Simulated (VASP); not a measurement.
LuSb:

```
CELL_PARAMETERS angstrom
0.00000 3.03933 3.03933
3.03933 0.00000 3.03933
3.03933 3.03933 0.00000
ATOMIC_POSITIONS crystal
Lu 0.00000 0.00000 0.00000
Sb 0.50000 0.50000 0.50000
```

* Program: VASP 6.6.1
* Task: relaxation of cell and atoms
* Functional: BLYP
* Dispersion: D3(BJ)
* Potentials or basis: VASP PAW PBE potentials, release 64 (Lu, Sb)
* Cutoff: 600 eV
* k mesh: 8 × 8 × 8
* Occupations: fermi-dirac, width 0.1 eV
* Spin: no spin polarisation

At the start: pressure -2.1 GPa; volume 28.08 Å³/atom.

Task: How do energy, volume and symmetry change on relaxing?

Result: Over 3 steps the energy falls by 5.9 meV/atom and the volume is 27.19 Å³/atom (-3.2 %); space group Fm-3m (No. 225, to 0.1 Å) before and after.

The path:
| step | energy change (eV) | largest force (eV/Å) | pressure (GPa) | volume (Å³) |
| --- | --- | --- | --- | --- |
| 1 | 0.0000 | 0.0000 | -2.08 | 56.15 |
| 2 | -0.0066 | 0.0000 | 1.50 | 53.24 |
| 3 | -0.0117 | 0.0000 | -0.03 | 54.38 |

Final structure:
```
Lu Sb
1.0
     0.00000    3.00701    3.00701
     3.00701    0.00000    3.00701
     3.00701    3.00701    0.00000
Lu Sb
1 1
Direct
  0.00000 0.00000 0.00000
  0.50000 0.50000 0.50000
```

Caveat: the PAW data sets were made with another functional, which shifts forces and pressure a little.
